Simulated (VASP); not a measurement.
# Nb (Fm-3m) in VASP: a series of runs

The runs below take Nb through single point, with RPBE.

Program: VASP 6.6.1. These are calculated values, not measurements. Logs are shortened: lines on timing, memory, paths and dates and some standing lists are left out, and cuts for length are marked.

**1. The cell of the first run**

The structure is cubic, space group Fm-3m (No. 225). The conventional cell has a = 4.210 Å, b = 4.210 Å, c = 4.210 Å, α = 90.00°, β = 90.00°, γ = 90.00°. Nb (site symmetry m-3m) has 12 Nb at 2.98 Å within 3.9 Å.

This isn't the form of Nb at room conditions, which is bcc.

**2. Single point, RPBE**

Contents of INCAR:

```
SYSTEM = Nb
ALGO = Normal ; EDIFF = 1E-6
ENCUT = 500 ; GGA = RP
GGA_COMPAT = .FALSE. ; ISIF = 2
ISMEAR = 0 ; LASPH = .TRUE.
LCHARG = .TRUE. ; LELF = .TRUE.
LREAL = .FALSE. ; LVHAR = .TRUE.
LWAVE = .FALSE. ; NBANDS = 12
NELM = 120 ; PREC = Accurate
SIGMA = 0.1
```

Contents of KPOINTS:

```
k-points
0
G
  9 9 9
  0 0 0
```

Contents of POSCAR:

```
Nb
1.0
    0.0000000000      2.1049993221      2.1049993221
    2.1049993221      0.0000000000      2.1049993221
    2.1049993221      2.1049993221      0.0000000000
Nb
1
Direct
    0.0000000000      0.0000000000      0.0000000000
```

Potentials or basis: VASP PAW PBE potentials, release 64 (Nb_sv).

Launch:

```bash
$ cat potpaw_PBE.64/Nb_sv/POTCAR > POTCAR
$ mpirun -np 1 vasp_std > vasp.out
```

OUTCAR:

```text
SYSTEM = Nb
   EDIFF = 1E-6
   ENCUT = 500
   GGA = RP
   ISIF = 2
   ISMEAR = 0
   LASPH = .TRUE.
   LREAL = .FALSE.
   NELM = 120
   PREC = Accurate

 ion  position               nearest neighbor table
   1  0.000  0.000  0.000-

  LATTYP: Found a face centered cubic cell.
 ALAT       =     4.2099986442

  Lattice vectors:

 A1 = (   0.0000000000,   2.1049993221,   2.1049993221)
 A2 = (   2.1049993221,   0.0000000000,   2.1049993221)
 A3 = (   2.1049993221,   2.1049993221,   0.0000000000)

Analysis of symmetry for initial positions (statically):
=====================================================================
 Subroutine PRICEL returns:
 Original cell was already a primitive cell.

 Routine SETGRP: Setting up the symmetry group for a
 face centered cubic supercell.

 Subroutine GETGRP returns: Found 48 space group operations
 (whereof 48 operations were pure point group operations)
 out of a pool of 48 trial point group operations.

The static configuration has the point symmetry O_h .

Analysis of symmetry for dynamics (positions and initial velocities):
=====================================================================
 Subroutine PRICEL returns:
 Original cell was already a primitive cell.

 Routine SETGRP: Setting up the symmetry group for a
 face centered cubic supercell.

 Subroutine GETGRP returns: Found 48 space group operations
 (whereof 48 operations were pure point group operations)
 out of a pool of 48 trial point group operations.

The dynamic configuration has the point symmetry O_h .

 Subroutine INISYM returns: Found 48 space group operations
 (whereof 48 operations are pure point group operations),
 and found     1 'primitive' translations

----------------------------------------------------------------------------------------

                                     Primitive cell

  volume of cell :      18.6546

  direct lattice vectors                    reciprocal lattice vectors
     0.000000000  2.104999322  2.104999322    -0.237529768  0.237529768  0.237529768
     2.104999322  0.000000000  2.104999322     0.237529768 -0.237529768  0.237529768
     2.104999322  2.104999322  0.000000000     0.237529768  0.237529768 -0.237529768

  length of vectors
     2.976918590  2.976918590  2.976918590     0.411413626  0.411413626  0.411413626

  position of ions in fractional coordinates (direct lattice)
     0.000000000  0.000000000  0.000000000

  ion indices of the primitive-cell ions
   primitive index   ion index
                 1           1

----------------------------------------------------------------------------------------

 KPOINTS: k-points

Automatic generation of k-mesh.
 Grid dimensions read from file:
 generate k-points for:    9    9    9

 Generating k-lattice:

  Cartesian coordinates                     Fractional coordinates (reciprocal lattice)
    -0.026392196  0.026392196  0.026392196     0.111111111  0.000000000  0.000000000
     0.026392196 -0.026392196  0.026392196     0.000000000  0.111111111  0.000000000
     0.026392196  0.026392196 -0.026392196     0.000000000  0.000000000  0.111111111

  Length of vectors
     0.045712625  0.045712625  0.045712625

  Shift w.r.t. Gamma in fractional coordinates (k-lattice)
     0.000000000  0.000000000  0.000000000

 Subroutine IBZKPT returns following result:
 ===========================================

 Found     35 irreducible k-points:

 Following reciprocal coordinates:
            Coordinates               Weight
  0.000000  0.000000  0.000000      1.000000
  0.111111  0.000000  0.000000      8.000000
  0.222222  0.000000  0.000000      8.000000
  0.333333  0.000000  0.000000      8.000000
  0.444444  0.000000  0.000000      8.000000
  0.111111  0.111111  0.000000      6.000000
[... 16 lines left out ...]
 -0.333333  0.333333  0.000000     12.000000
  0.444444  0.444444  0.000000      6.000000
 [... further k-points ...]
   k-points           NKPTS =     35   k-points in BZ     NKDIM =     35   number of bands    NBANDS=     12
   number of dos      NEDOS =    301   number of ions     NIONS =      1
   total plane-waves  NPLWV =  13824
   dimension x,y,z NGX =    24 NGY =   24 NGZ =   24
   dimension x,y,z NGXF=    48 NGYF=   48 NGZF=   48
   ions per type =               1
   NGX,Y,Z   is equivalent  to a cutoff of  13.40, 13.40, 13.40 a.u.
   NGXF,Y,Z  is equivalent  to a cutoff of  26.81, 26.81, 26.81 a.u.
 SYSTEM =  Nb
   PREC   = accura    normal or accurate (medium, high low for compatibility)
   ISTART =      0    job   : 0-new  1-cont  2-samecut
   ICHARG =      2    charge: 1-file 2-atom 10-const
   ISPIN  =      1    spin polarized calculation?
   LNONCOLLINEAR =      F non collinear calculations
   LSORBIT =      F    spin-orbit coupling
   LASPH  =      T    aspherical Exc in radial PAW
   ENCUT  =  500.0 eV  36.75 Ry    6.06 a.u.   5.43  5.43  5.43*2*pi/ulx,y,z
   NELM   =    120;   NELMIN=  2; NELMDL= -5     # of ELM steps
   EDIFF  = 0.1E-05   stopping-criterion for ELM
   LREAL  =      F    real-space projection
[... 7 lines left out ...]
   TEBEG  =    0.0;   TEEND  =   0.0 temperature during run
   PSTRESS=    0.0 pullay stress
   NELECT =      13.0000    total number of electrons
   NUPDOWN=      -1.0000    fix difference up-down
   EMIN   =  10.00;   EMAX   =-10.00  energy-range for DOS
   EFERMI =   0.00;   METHOD = LEGACY
   ISMEAR =     0;   SIGMA  =   0.10  broadening in eV -4-tet -1-fermi 0-gaus
   EFERMI_NEDOS =   21; number of points for ismear=-14 and -15
   IALGO  =     38    algorithm
   IMIX   =      4    mixing-type and parameters
     AMIX     =   0.40;   BMIX     =  1.00
     AMIX_MAG =   1.60;   BMIX_MAG =  1.00
  volume/ion in A,a.u.               =      18.65       125.89
  Fermi-wavevector in a.u.,A,eV,Ry     =   1.451423  2.742792 28.662422  2.106629
  Thomas-Fermi vector in A             =   2.568922
   LORBIT       =      0    0 simple, 1 ext, 2 COOP (PROOUT), +10 PAW based schemes
   GGA     = RP    functional components
   LHFCALC =     F    Hartree Fock is set to
   AEXX    =    0.0000 exact exchange contribution
   IVDW    =     0    specifies the selected vdW correction
   LEPSILON=     F    determine dielectric tensor
   LRPA    =     F    only Hartree local field effects (RPA)
 non-spin polarized calculation
 Gauss-broadening in eV      SIGMA  =   0.10
  energy-cutoff  :      500.00
  volume of cell :       18.65
 maximum number of plane-waves:       495
 NGX is ok and might be reduce to    24
   NGX = 11   NGY = 11   NGZ = 11

 number of electron      13.0000001 magnetization

 Free energy of the ion-electron system (eV)
  ---------------------------------------------------
  ext. energy  EPLUGINS =         0.00000000
  ---------------------------------------------------
  free energy    TOTEN  =        -9.38050146 eV

  energy without entropy =       -9.37196587  energy(sigma->0) =       -9.37623367

 E-fermi :  11.1027     XC(G=0): -12.2595

 val. band max:       11.0971877748   @ k =  -0.4444   0.2222   0.0000
 cond. band min:      11.1058551996   @ k =   0.4444   0.3333   0.1111
 fundamental gap:      0.0086674248
 Fermi energy:        11.1026768611

 k-point     1 :       0.0000    0.0000    0.0000
  band No.  band energies     occupation
      1     -43.7112      2.00000
      2     -19.0868      2.00000
      3     -19.0868      2.00000
      4     -19.0868      2.00000
      5       4.8931      2.00000
      6      11.2176      0.10423
      7      11.2176      0.10422
      8      11.2176      0.10422
      9      13.8348      0.00000
     10      13.8348      0.00000
     11      22.9345      0.00000
     12      27.7600      0.00000

 k-point     2 :       0.1111    0.0000    0.0000
  band No.  band energies     occupation
      1     -43.6886      2.00000
      2     -19.2364      2.00000
      3     -19.1054      2.00000
      4     -19.1054      2.00000
      5       5.3429      2.00000
      6      10.8896      1.99741
      7      11.4117      0.00001
      8      11.4117      0.00001
      9      13.6747      0.00000
     10      13.6747      0.00000
     11      23.8049      0.00000
     12      26.2193      0.00000

 k-point     3 :       0.2222    0.0000    0.0000
  band No.  band energies     occupation
      1     -43.6308      2.00000
      2     -19.6040      2.00000
      3     -19.1520      2.00000
      4     -19.1520      2.00000
      5       6.4267      2.00000
      6      10.4255      2.00000
      7      11.6214      0.00000
      8      11.6214      0.00000
      9      13.7339      0.00000
     10      13.7339      0.00000
     11      23.8285      0.00000
     12      26.0142      0.00000
[... 286 lines left out ...]
 k-point    23 :      -0.3333    0.3333    0.0000
  band No.  band energies     occupation
      1     -43.4654      2.00000
      2     -19.9014      2.00000
      3     -19.8907      2.00000
      4     -19.3661      2.00000
      5       8.5523      2.00000
      6       9.3847      2.00000
      7      10.8577      1.99947
      8      13.2048      0.00000
      9      14.8822      0.00000
     10      18.7372      0.00000
     11      22.3910      0.00000
     12      23.4828      0.00000

 k-point    24 :       0.4444    0.4444    0.0000
  band No.  band energies     occupation
      1     -43.4577      2.00000
      2     -20.1800      2.00000
      3     -19.5018      2.00000
      4     -19.5018      2.00000
      5       7.1266      2.00000
      6       7.8495      2.00000
      7      14.3199      0.00000
      8      15.7128      0.00000
      9      16.0082      0.00000
     10      16.0082      0.00000
     11      22.9286      0.00000
     12      22.9286      0.00000

 [... further k-points ...]

------------------------ aborting loop because EDIFF is reached ----------------------------------------

  FORCE on cell =-STRESS in cart. coord.  units (eV):
  Direction    XX          YY          ZZ          XY          YZ          ZX
  --------------------------------------------------------------------------------------
  -------------------------------------------------------------------------------------
  Total        0.5409122      0.5409122      0.5409122      0.0000000     -0.0000000      0.0000000
  in kB       46.4570345     46.4570345     46.4570345      0.0000000     -0.0000000      0.0000000
  external PRESSURE =      46.4570345 kB  Pullay stress =       0.0000000 kB

 VOLUME and BASIS-vectors are now :
 -----------------------------------------------------------------------------
  energy-cutoff  :      500.00
  volume of cell :       18.65
      direct lattice vectors                 reciprocal lattice vectors
     0.000000000  2.104999322  2.104999322    -0.237529768  0.237529768  0.237529768
     2.104999322  0.000000000  2.104999322     0.237529768 -0.237529768  0.237529768
     2.104999322  2.104999322  0.000000000     0.237529768  0.237529768 -0.237529768

 POSITION                                       TOTAL-FORCE (eV/Angst)
 -----------------------------------------------------------------------------------
      0.00000      0.00000      0.00000        -0.000000     -0.000000     -0.000000
 -----------------------------------------------------------------------------------
    total drift:                               -0.000000      0.000000     -0.000000

  FREE ENERGIE OF THE ION-ELECTRON SYSTEM (eV)
  ---------------------------------------------------
  free  energy   TOTEN  =        -9.3805014649 eV

  energy  without entropy=       -9.3719658665  energy(sigma->0) =       -9.37623367
```

Wall time 6.4 s (1 thread of Intel Xeon Platinum 8488C (Sapphire Rapids), shared host); peak memory 0.14 GiB.

Results:

- Free energy: -9.3805 eV
- Pressure: 4.6 GPa
- Band gap on the k mesh: zero (an odd number of electrons rules out a gap without spin polarisation)

Levels at points of the mesh, in eV from the Fermi level:
```
           k point  band 4  band 5  band 6  band 7  band 8  band 9
(0.00, 0.00, 0.00)  -30.19   -6.21    0.11    0.11    0.11    2.73
```

Caveat: the cell stands under pressure; the PAW data sets were made with another functional, which shifts forces and pressure a little.

**3. Single point, RPBE**

This run uses another cell than the first one, of 18.15 Å³/atom.

Contents of INCAR:

```
SYSTEM = Nb
ALGO = Normal
EDIFF = 1E-6
ENCUT = 500
GGA = RP
GGA_COMPAT = .FALSE.
ISIF = 2
ISMEAR = 0
LASPH = .TRUE.
LCHARG = .TRUE.
LELF = .TRUE.
LREAL = .FALSE.
LVHAR = .TRUE.
LWAVE = .FALSE.
NBANDS = 12
NELM = 120
PREC = Accurate
SIGMA = 0.1
```

KPOINTS is that of step 2.

Contents of POSCAR:

```
Nb
1.0
    0.0000000000      2.0860138482      2.0860138482
    2.0860138482      0.0000000000      2.0860138482
    2.0860138482      2.0860138482      0.0000000000
Nb
1
Direct
    0.0000000000      0.0000000000      0.0000000000
```

Potentials or basis: VASP PAW PBE potentials, release 64 (Nb_sv).

Launch:

```bash
$ cat potpaw_PBE.64/Nb_sv/POTCAR > POTCAR
$ mpirun -np 1 vasp_std > vasp.out
```

Run time: 5.7 s. Hardware: 1 thread of Intel Xeon Platinum 8488C (Sapphire Rapids), shared host; peak memory 0.13 GiB.

The run converged. Its results:

```yaml
Free_energy: -9.3579 eV
Pressure: 9.6 GPa
Band_gap_on_the_k_mesh: zero (an odd number of electrons rules out a gap without spin polarisation)
```

Levels at points of the mesh, in eV from the Fermi level:
| k point | band 4 | band 5 | band 6 | band 7 | band 8 | band 9 |
| --- | --- | --- | --- | --- | --- | --- |
| (0.00, 0.00, 0.00) | -30.11 | -6.28 | 0.09 | 0.09 | 0.09 | 2.81 |

Caveat: the cell stands under pressure; the PAW data sets were made with another functional, which shifts forces and pressure a little.

**4. Single point, RPBE**

This run uses another cell than the first one, of 17.28 Å³/atom.

Contents of INCAR:

```
PREC     = Accurate       # precision mode
ENCUT    = 500            # plane-wave cutoff, eV
EDIFF    = 1E-6           # SCF threshold, eV
ISMEAR   = 0              # smearing method
SIGMA    = 0.1            # smearing width, eV
LREAL    = False          # projectors in reciprocal space
LASPH    = True           # aspherical terms in the spheres
NELM     = 120            # most SCF steps
ALGO     = Normal         # electronic algorithm
ISIF     = 2              # what is computed and relaxed
LWAVE    = False          # write WAVECAR
LCHARG   = False          # write CHGCAR
GGA      = RP             # functional
NBANDS   = 12             # bands
GGA_COMPAT= False
```

Contents of KPOINTS:

```
Automatic mesh
0
Gamma
  9 9 9
```

Contents of POSCAR:

```
Nb
1.0
    0.0000000000      2.0519025893      2.0519025893
    2.0519025893      0.0000000000      2.0519025893
    2.0519025893      2.0519025893      0.0000000000
Nb
1
Direct
    0.0000000000      0.0000000000      0.0000000000
```

Launch:

```bash
$ cat potpaw_PBE.64/Nb_sv/POTCAR > POTCAR
$ mpirun -np 1 vasp_std > vasp.out
```

Wall time 5.8 s (1 thread of Intel Xeon Platinum 8488C (Sapphire Rapids), shared host); peak memory 0.13 GiB.

The run converged. Its results:

| Item | Value |
| --- | --- |
| Free energy | -9.2777 eV |
| Pressure | 19.6 GPa |
| Band gap on the k mesh | zero (an odd number of electrons rules out a gap without spin polarisation) |

Levels at points of the mesh, in eV from the Fermi level:
| k point | band 2 | band 3 | band 4 | band 5 | band 6 | band 7 | band 8 | band 9 | band 10 | band 11 |
| --- | --- | --- | --- | --- | --- | --- | --- | --- | --- | --- |
| (0.00, 0.00, 0.00) | -29.95 | -29.95 | -29.95 | -6.39 | 0.05 | 0.05 | 0.05 | 2.96 | 2.96 | 11.89 |

Caveat: the cell stands under pressure; the PAW data sets were made with another functional, which shifts forces and pressure a little.

**5. The runs side by side**

| cell | gap on the mesh (eV) | pressure (GPa) |
| --- | --- | --- |
| a = 2.977 Å, angles 60.0°, 1 atom | none | 4.6 |
| a = 2.950 Å, angles 60.0°, 1 atom | none | 9.6 |
| a = 2.902 Å, angles 60.0°, 1 atom | none | 19.6 |

Alike in all rows: task single point; level RPBE; potentials or basis VASP PAW PBE potentials, release 64 (Nb_sv); no spin polarisation; k mesh 9 × 9 × 9; cutoff (eV) 500; smearing gaussian 0.1 eV.

Caveats: the cell stands under pressure; the PAW data sets were made with another functional, which shifts forces and pressure a little.

Absolute energies hang on the potentials; compare differences alone.
